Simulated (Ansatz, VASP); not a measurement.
**Two plane-wave programs on FeSi**

File INCAR:

```
PREC = Accurate
ENCUT = 520
EDIFF = 1E-7
ISMEAR = -1
SIGMA = 0.05
LREAL = False
LASPH = True
NELM = 150
ALGO = Normal
ISIF = 2
LWAVE = False
LCHARG = True
ISPIN = 2
MAGMOM = 3 3 3 3 0 0 0 0
LORBIT = 11
LMAXMIX = 4
GGA = PS
LELF = True
LVHAR = True
NBANDS = 38
```

Contents of KPOINTS:

```
regular mesh
0
Gamma
  5 5 5
```

The input POSCAR:

```
FeSi
1.0
    4.5507000000      0.0000000000      0.0000000000
    0.0000000000      4.5507000000      0.0000000000
    0.0000000000      0.0000000000      4.6417140000
Fe Si
4 4
Direct
    0.8634800000      0.6365200000      0.3634800000
    0.6365200000      0.3634800000      0.8634800000
    0.3634800000      0.8634800000      0.6365200000
    0.1365200000      0.1365200000      0.1365200000
    0.1576000000      0.3424000000      0.6576000000
    0.3424000000      0.6576000000      0.1576000000
    0.6576000000      0.1576000000      0.3424000000
    0.8424000000      0.8424000000      0.8424000000
```

Contents of input.yaml:

```yaml
crystal:
  lattice:
    - [4.5507, 0.0, 0.0]
    - [0.0, 4.5507, 0.0]
    - [0.0, 0.0, 4.641714]
  atoms:
    - { symbol: Fe, position: [0.86348, 0.63652, 0.36348], spin: 3.0 }
    - { symbol: Fe, position: [0.63652, 0.36348, 0.86348], spin: 3.0 }
    - { symbol: Fe, position: [0.36348, 0.86348, 0.63652], spin: 3.0 }
    - { symbol: Fe, position: [0.13652, 0.13652, 0.13652], spin: 3.0 }
    - { symbol: Si, position: [0.1576, 0.3424, 0.6576] }
    - { symbol: Si, position: [0.3424, 0.6576, 0.1576] }
    - { symbol: Si, position: [0.6576, 0.1576, 0.3424] }
    - { symbol: Si, position: [0.8424, 0.8424, 0.8424] }
hamiltonian:
  xc: pbesol
  pseudopotentials: { kind: paw }
magnetization:
  spin_polarized: true
kpoints:
  mp_grid: { grid: [5, 5, 5] }
scf:
  occupations: { method: fermi_dirac, width: 0.05 }
output:
  forces: true
  stress: true
  eigenvalues: true
```

Alike in both runs: task single point; functional PBEsol; k mesh 5 × 5 × 5; occupations fermi-dirac, width 0.05 eV; collinear spin.

```csv
,VASP,Ansatz
version,VASP 6.6.1,Ansatz 0.2.0
potentials or method,"VASP PAW PBE potentials, release 64 (Fe, Si)",Ansatz PAW
plane-wave cutoff (eV),520,420
valence electrons in the cell,48,80
```

VASP gave:

* gap on the k mesh at the Fermi level (eV): none
* pressure (GPa): -19.2
* traceless stress, the component that is largest in VASP (GPa): -1.98
* rms of the force components (eV/Å): 0.062
* net moment per atom (μB): 0.47
* size of the moment on the site where the two differ most (μB): 1.04

Question: What did Ansatz give for the same quantities?

Answer: gap on the k mesh at the Fermi level (eV): none; pressure (GPa): -19.6; traceless stress, the component that is largest in VASP (GPa): -1.94; rms of the force components (eV/Å): 0.070; net moment per atom (μB): 0.47; size of the moment on the site where the two differ most (μB): 1.03.

VASP's potentials were made for PBE, not for PBEsol. Site moments also hang on the region over which each program counts them. Atom by atom the forces differ by 0.010 eV/Å (rms over components). A gap of «none» marks a metal or a gap that the smearing closes. VASP's potentials hold 48 valence electrons a cell and Ansatz's 80, so a difference there can come from the potentials and not from the codes.
